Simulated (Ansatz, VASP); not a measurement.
**GaN in VASP and in Ansatz**

```
Ga N
1.0
     3.08056    0.00000    0.00000
    -1.54028    2.66784    0.00000
     0.00000    0.00000    5.50490
Ga N
2 2
Direct
  0.33333 0.66667 0.00000
  0.66667 0.33333 0.50000
  0.33333 0.66667 0.37500
  0.66667 0.33333 0.87500
```

Alike in both runs: task single point; functional r2SCAN; k mesh 12 × 12 × 6; occupations gaussian, width 0.05 eV; no spin polarisation.

|  | VASP | Ansatz |
| --- | --- | --- |
| version | VASP 6.6.1 | Ansatz 0.2.0 |
| potentials or method | VASP PAW PBE potentials, release 64 (Ga_d, N), cutoff 520 eV | scalar-relativistic, plane waves, PAW |
| valence electrons in the cell | 36 | 36 |

VASP gave:

```
gap on the k mesh at the Fermi level (eV)                     : 1.88
least direct gap on the mesh (eV)                             : 1.88
pressure (GPa)                                                : 4.3
traceless stress, the component that is largest in VASP (GPa) : -23.02
rms of the force components (eV/Å)                            : 0.338
```

Q: Which values does Ansatz return?

A: gap on the k mesh at the Fermi level (eV): 1.89; least direct gap on the mesh (eV): 1.89; pressure (GPa): 3.2; traceless stress, the component that is largest in VASP (GPa): -22.73; rms of the force components (eV/Å): 0.309.

VASP's potentials were made for PBE, not for r2SCAN. Atom by atom the forces differ by 0.028 eV/Å (rms over components).
